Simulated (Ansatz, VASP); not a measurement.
## CdF2: VASP beside Ansatz

```
Cd F
1.0
     0.00000    2.83336    2.72201
     2.83336    0.00000    2.72201
     2.83336    2.83336    0.00000
Cd F
1 2
Direct
  0.00000 0.00000 0.00000
  0.25000 0.25000 0.25000
  0.75000 0.75000 0.75000
```

Alike in both runs: task single point; functional PBEsol; k mesh 8 × 8 × 8; occupations gaussian, width 0.05 eV; no spin polarisation.

```csv
,VASP,Ansatz
version,VASP 6.6.1,Ansatz 0.2.0
potentials or method,"VASP PAW PBE potentials, release 64 (Cd, F), cutoff 520 eV","scalar-relativistic, plane waves, PAW"
valence electrons in the cell,26,34
```

|  | VASP | Ansatz | Ansatz less VASP |
| --- | --- | --- | --- |
| gap on the k mesh at the Fermi level (eV) | 2.47 | 2.50 | +0.027 |
| least direct gap on the mesh (eV) | 3.05 | 3.08 | +0.031 |
| pressure (GPa) | -9.0 | -9.3 | -0.37 |
| traceless stress, the component that is largest in VASP (GPa) | 2.69 | 2.72 | +0.032 |

VASP's potentials were made for PBE, not for PBEsol. The functional is the same, so the differences come from potentials, cutoffs and numerics. VASP's potentials hold 26 valence electrons a cell and Ansatz's 34, so a difference there can come from the potentials and not from the codes.
